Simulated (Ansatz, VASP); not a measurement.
One calculation of Al2Au, two programs

```xyz
3
Lattice="0.0000 3.0449 3.0449 3.0449 0.0000 3.0449 3.0449 3.0449 0.0000" Properties=species:S:1:pos:R:3 pbc="T T T"
Al    1.5224    1.5224    1.5224
Al    4.5673    4.5673    4.5673
Au    0.0000    0.0000    0.0000
```

Alike in both runs: functional r2SCAN; k mesh 10 × 10 × 10; occupations fermi-dirac, width 0.1 eV; no spin polarisation.

Ansatz relaxed the structure, and its values are those at the end. VASP's run is a single point on that final structure, the one shown.

|  | VASP | Ansatz |
| --- | --- | --- |
| version | VASP 6.6.1 | Ansatz 0.2.0 |
| potentials or method | VASP PAW PBE potentials, release 64 (Al, Au), cutoff 520 eV | PAW plane waves |
| valence electrons in the cell | 17 | 25 |

```csv
,VASP,Ansatz,Ansatz less VASP
pressure (GPa),-4.5,-4.2,+0.29
```

VASP's potentials were made for PBE, not for r2SCAN. With one functional, cell and mesh, what is left measures potentials, basis and numerics. VASP's potentials hold 17 valence electrons a cell and Ansatz's 25, so a difference there can come from the potentials and not from the codes. Ansatz's warnings: stress scf threshold loose.

Neither program's run includes spin-orbit coupling.
